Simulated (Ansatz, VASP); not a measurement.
Ir: VASP beside Ansatz

POSCAR

```
Ir
1.0
    0.0000000000      1.8717075000      1.9676925000
    1.8717075000      0.0000000000      1.9676925000
    1.8717075000      1.8717075000      0.0000000000
Ir
1
Direct
    0.0000000000      0.0000000000      0.0000000000
```

The input INCAR.step1:

```
SYSTEM = Ir
PREC = Accurate
ENCUT = 520
ISMEAR = 0
SIGMA = 0.15
LREAL = .FALSE.
LASPH = .TRUE.
NELM = 60
NBANDS = 10
GGA = PE
ALGO = Normal
EDIFF = 1E-4
LWAVE = .TRUE.
LCHARG = .FALSE.
```

Contents of INCAR.step2:

```
SYSTEM = Ir
PREC = Accurate
ENCUT = 520
EDIFF = 1E-7
ISMEAR = 0
SIGMA = 0.15
LREAL = .FALSE.
LASPH = .TRUE.
NELM = 60
ALGO = Normal
ISIF = 2
LWAVE = .FALSE.
LCHARG = .FALSE.
METAGGA = R2SCAN
LMIXTAU = .TRUE.
NBANDS = 10
ISTART = 1
```

KPOINTS

```
regular mesh
0
G
  22 22 22
  0 0 0
```

Input for Ansatz:

```yaml
crystal:
  lattice:
    - [0.0, 1.8717075, 1.9676925]
    - [1.8717075, 0.0, 1.9676925]
    - [1.8717075, 1.8717075, 0.0]
  atoms:
    - { symbol: Ir, position: [0.0, 0.0, 0.0] }
basis:
  ecutwfc: 500
kpoints:
  mp_grid: { grid: [22, 22, 22] }
hamiltonian:
  xc: r2scan
scf:
  occupations: { method: gaussian, width: 0.15 }
output:
  forces: true
  stress: true
  eigenvalues: true
```

Change from the starting cell: strain -0.025 along x and y, +0.025 along z, atoms carried along.

Alike in both runs: task single point; functional r2SCAN; k mesh 22 × 22 × 22; occupations gaussian, width 0.15 eV; no spin polarisation.

|  | VASP | Ansatz |
| --- | --- | --- |
| version | VASP 6.6.1 | Ansatz 0.2.0 |
| potentials or method | VASP PAW PBE potentials, release 64 (Ir), cutoff 520 eV | scalar-relativistic, plane waves, PAW |
| valence electrons in the cell | 9 | 17 |

|  | VASP | Ansatz | Ansatz less VASP |
| --- | --- | --- | --- |
| gap on the k mesh at the Fermi level (eV) | none | none | - |
| pressure (GPa) | 15.8 | 12.9 | -2.93 |
| traceless stress, the component that is largest in VASP (GPa) | -14.10 | -14.05 | +0.047 |

VASP's potentials were made for PBE, not for r2SCAN. A gap of «none» marks a metal or a gap that the smearing closes. VASP's potentials hold 9 valence electrons a cell and Ansatz's 17, so a difference there can come from the potentials and not from the codes.

Spin-orbit coupling is off throughout.
